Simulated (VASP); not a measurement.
## Ir: single point with r2SCAN

Crystal: Ir.

```
Ir
1.0
     0.00000    1.92285    1.92285
     1.92285    0.00000    1.92285
     1.92285    1.92285    0.00000
Ir
1
Direct
  0.00000 0.00000 0.00000
```

| Quantity | Value |
| --- | --- |
| Program | VASP 6.6.1 |
| Task | single point |
| Functional | r2SCAN |
| Potentials or basis | VASP PAW PBE potentials, release 64 (Ir_sv_GW) |
| Cutoff | 620 eV |
| k mesh | 14 × 14 × 14 |
| Occupations | methfessel-paxton, width 1 eV |
| Spin | no spin polarisation |
| Dipole correction | no |
| Further INCAR settings | ALGO = Normal; EDIFF = 1e-06; NBANDS = 14 |

```json
{
 "Pressure": "-1.1 GPa",
 "Band gap on the k mesh": "zero (an odd number of electrons rules out a gap without spin polarisation)"
}
```

Levels at points of the mesh, in eV from the Fermi level:
```csv
k point,band 5,band 6,band 7,band 8,band 9,band 10,band 11,band 12
"(0.00, 0.00, 0.00)",-11.39,-3.91,-3.91,-3.91,-1.22,-1.22,14.34,20.11
"(0.50, 0.00, 0.00)",-8.29,-4.06,-4.06,-0.63,0.99,0.99,7.70,14.09
"(0.50, 0.50, 0.00)",-8.08,-7.50,0.89,1.62,1.62,1.81,11.11,12.09
```

Run time: 2.9 min on 1 thread of AMD EPYC 7R43 64-Core Processor (Zen 3) (shared host), peak memory 0.13 GiB.

Caveat: so wide a smearing shifts energies and pressures; the PAW data sets were made with another functional, which shifts forces and pressure a little; spin-orbit coupling is left out, which moves the levels of the heavy elements.
